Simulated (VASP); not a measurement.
Input of a VASP 6.6.1 run:

Contents of INCAR:

```
SYSTEM = MgO
PREC = Accurate
ENCUT = 840
EDIFF = 1E-7
ISMEAR = 0
SIGMA = 0.02
LREAL = .FALSE.
LASPH = .TRUE.
NELM = 120
ALGO = Normal
ISIF = 3
LWAVE = .FALSE.
LCHARG = .FALSE.
IBRION = 2
NSW = 100
EDIFFG = -0.002
GGA_COMPAT = .FALSE.
NELMIN = 4
```

File KPOINTS:

```
Automatic mesh
0
G
  8 8 8
  0 0 0
```

The input POSCAR:

```
MgO
1.0
    0.0000000000      2.0805909286      2.0805909286
    2.0805909286      0.0000000000      2.0805909286
    2.0805909286      2.0805909286      0.0000000000
Mg O
1 1
Direct
    0.0000000000      0.0000000000      0.0000000000
    0.5000000000      0.5000000000      0.5000000000
```

Potentials or basis: VASP PAW LDA potentials, release 64 (Mg_sv, O).

Run with:

```bash
$ cat potpaw_LDA.64/Mg_sv/POTCAR potpaw_LDA.64/O/POTCAR > POTCAR
$ mpirun -np 1 vasp_std > vasp.out
```

Predict the space group after relaxing (to 0.1 Å).

Fm-3m (No. 225).

Predict the relaxed cell.

a = 2.945 Å, b = 2.945 Å, c = 2.945 Å, α = 60.00°, β = 60.00°, γ = 60.00°.

Final structure:
```yaml
crystal:
  lattice:
    - [0.00000, 2.08231, 2.08231]
    - [2.08231, 0.00000, 2.08231]
    - [2.08231, 2.08231, 0.00000]
  atoms:
    - { symbol: Mg, position: [0.00000, 0.00000, 0.00000] }
    - { symbol: O, position: [0.50000, 0.50000, 0.50000] }
```
